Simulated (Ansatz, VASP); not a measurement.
**MoS2: VASP beside Ansatz**

```
Mo S
1.0
     3.11913    0.00000    0.00000
    -1.55956    2.70124    0.00000
     0.00000    0.00000   16.98073
Mo S
1 2
Cartesian
  0.0000 0.0000 0.0000
  0.0000 1.8008 15.4611
  0.0000 1.8008 1.5197
```

Change from the starting cell: volume scaled by 0.94.

Alike in both runs: task single point; functional LDA; k mesh 10 × 10 × 2; occupations fermi-dirac, width 0.05 eV; no spin polarisation.

```csv
,VASP,Ansatz
version,VASP 6.6.1,Ansatz 0.2.0
potentials or method,"VASP PAW LDA potentials, release 64 (Mo_sv, S), cutoff 520 eV","all-electron LAPW, scalar-relativistic"
```

VASP gave:

```
gap on the k mesh at the Fermi level (eV) : 1.91
least direct gap on the mesh (eV)         : 2.10
rms of the force components (eV/Å)        : 0.336
```

What did Ansatz give for the same quantities?

gap on the k mesh at the Fermi level (eV): 1.90; least direct gap on the mesh (eV): 2.10; rms of the force components (eV/Å): 0.332.

LDA's correlation is that of Perdew and Zunger in VASP and of Perdew and Wang (1992) in Ansatz. Atom by atom the forces differ by 0.004 eV/Å (rms over components). Ansatz ran all-electron here, and VASP with PAW potentials.
